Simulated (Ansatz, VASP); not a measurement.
## Si4Ni3Pt: VASP beside Ansatz

INCAR

```
PREC = Accurate
ENCUT = 520
EDIFF = 1E-6
ISMEAR = 0
SIGMA = 0.1
LREAL = F
LASPH = T
NELM = 60
ALGO = Normal
ISIF = 2
LWAVE = F
LCHARG = F
GGA = PS
NBANDS = 38
```

File KPOINTS:

```
regular mesh
0
Gamma
  8 8 8
```

Contents of POSCAR:

```
Si4Ni3Pt
1.0
    4.5758928846      0.0000000000      0.0000000000
    0.0000000000      4.5758928846      0.0000000000
    0.0000000000      0.0000000000      4.8188758894
Si Ni Pt
4 3 1
Direct
    0.0000000000      0.5000000000      0.8486540942
    0.5000000000      0.0000000000      0.8486540942
    0.0000000000      0.0000000000      0.1539340094
    0.5000000000      0.5000000000      0.1655734129
    0.0000000000      0.5000000000      0.3321329866
    0.5000000000      0.0000000000      0.3321329866
    0.0000000000      0.0000000000      0.6597553729
    0.5000000000      0.5000000000      0.6591630432
```

Input for Ansatz:

```yaml
crystal:
  lattice:
    - [4.5758928846, 0.0, 0.0]
    - [0.0, 4.5758928846, 0.0]
    - [0.0, 0.0, 4.8188758894]
  atoms:
    - { symbol: Si, position: [0.0, 0.5, 0.8486540942] }
    - { symbol: Si, position: [0.5, 0.0, 0.8486540942] }
    - { symbol: Si, position: [0.0, 0.0, 0.1539340094] }
    - { symbol: Si, position: [0.5, 0.5, 0.1655734129] }
    - { symbol: Ni, position: [0.0, 0.5, 0.3321329866] }
    - { symbol: Ni, position: [0.5, 0.0, 0.3321329866] }
    - { symbol: Ni, position: [0.0, 0.0, 0.6597553729] }
    - { symbol: Pt, position: [0.5, 0.5, 0.6591630432] }
basis:
  ecutwfc: 420
kpoints:
  mp_grid: { grid: [8, 8, 8] }
  band_path:
    path:
      - [[0.0, 0.0, 0.0], [0.0, 0.5, 0.0], [0.5, 0.5, 0.0], [0.0, 0.0, 0.0], [0.0, 0.0, 0.5], [0.0, 0.5, 0.5], [0.5, 0.5, 0.5], [0.0, 0.0, 0.5]]
      - [[0.0, 0.5, 0.0], [0.0, 0.5, 0.5]]
      - [[0.5, 0.5, 0.0], [0.5, 0.5, 0.5]]
    npoints: 14
hamiltonian:
  xc: pbesol
scf:
  occupations: { method: gaussian, width: 0.1 }
  n_extra_bands: 20
output:
  forces: true
  stress: true
  eigenvalues: true
  populations: true
  dos: { projected: true, de: 0.02, nscf_kmesh: { grid: [10, 10, 10] } }
  bader: true
```

Alike in both runs: task single point; functional PBEsol; k mesh 8 × 8 × 8; occupations gaussian, width 0.1 eV; no spin polarisation.

|  | VASP | Ansatz |
| --- | --- | --- |
| version | VASP 6.6.1 | Ansatz 0.2.0 |
| potentials or method | VASP PAW PBE potentials, release 64 (Si, Ni, Pt), cutoff 520 eV | scalar-relativistic, plane waves, PAW |
| valence electrons in the cell | 56 | 88 |

|  | VASP | Ansatz | Ansatz less VASP |
| --- | --- | --- | --- |
| gap on the k mesh at the Fermi level (eV) | none | none | - |
| pressure (GPa) | -5.8 | -6.1 | -0.24 |
| traceless stress, the component that is largest in VASP (GPa) | -0.29 | -0.48 | -0.188 |
| rms of the force components (eV/Å) | 0.037 | 0.039 | +0.0013 |

VASP's potentials were made for PBE, not for PBEsol. Atom by atom the forces differ by 0.004 eV/Å (rms over components). A gap of «none» marks a metal or a gap that the smearing closes. VASP's potentials hold 56 valence electrons a cell and Ansatz's 88, so a difference there can come from the potentials and not from the codes.

Spin-orbit coupling is off throughout.
